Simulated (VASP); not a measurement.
HfO2: single point with PBE

HfO2:

```
Hf O
1.0
     3.56984    0.00000    0.00000
     0.00000    3.56984    0.00000
     0.00000    0.00000    5.18904
Hf O
2 4
Direct
  0.50000 0.50000 0.50000
  0.00000 0.00000 0.00000
  0.00000 0.50000 0.69721
  0.50000 0.00000 0.80279
  0.50000 0.00000 0.30279
  0.00000 0.50000 0.19721
```

```json
{
 "Program": "VASP 6.6.1",
 "Task": "single point",
 "Functional": "PBE",
 "Potentials or basis": "VASP PAW PBE potentials, release 64 (Hf_pv, O)",
 "Cutoff": "520 eV",
 "k mesh": "6 × 6 × 4",
 "Occupations": "gaussian, width 0.01 eV",
 "Spin": "no spin polarisation",
 "Dipole correction": "no",
 "Further INCAR settings": "ALGO = Normal; EDIFF = 1e-06; NBANDS = 31"
}
```

* Pressure: 3.9 GPa
* Largest force: 0.042 eV/Å
* Band gap on the k mesh: 4.71 eV, indirect (least direct gap 4.79 eV)

Forces in eV/Å, atoms in the order of the input:
```
Hf   0.000  0.000  0.000
Hf   0.000  0.000  0.000
O    0.000  0.000  0.042
O    0.000  0.000 -0.042
O    0.000  0.000 -0.042
O    0.000  0.000  0.042
```

Stress tensor (GPa, compression positive):
```
4.03 0.00 0.00
0.00 4.03 0.00
0.00 0.00 3.58
```

Levels at points of the mesh, in eV from the valence-band top:
| k point | band 19 | band 20 | band 21 | band 22 | band 23 | band 24 | band 25 | band 26 |
| --- | --- | --- | --- | --- | --- | --- | --- | --- |
| (0.00, 0.00, 0.00) | -0.69 | -0.13 | -0.08 | -0.08 | 4.71 | 4.72 | 5.94 | 6.15 |
| (0.50, 0.00, 0.00) | -1.43 | -1.43 | -0.14 | -0.14 | 5.11 | 5.11 | 6.12 | 6.12 |
| (0.50, 0.50, 0.00) | -0.78 | -0.78 | -0.54 | -0.54 | 5.75 | 5.75 | 6.10 | 6.10 |
| (0.00, 0.00, 0.50) | -0.63 | -0.63 | 0.00 | 0.00 | 5.36 | 5.36 | 5.67 | 5.67 |
| (0.50, 0.00, 0.50) | -1.39 | -1.39 | -0.95 | -0.95 | 5.25 | 5.25 | 5.61 | 5.61 |
| (0.50, 0.50, 0.50) | -1.41 | -1.41 | -0.05 | -0.05 | 5.94 | 5.94 | 6.28 | 6.28 |

It took 80 s on 1 thread of Intel Xeon 8259CL (shared host), peak memory 0.21 GiB.

Caveat: spin-orbit coupling is left out, which moves the levels of the heavy elements. A hybrid or GW would open this gap; PBE tends to underestimate it.
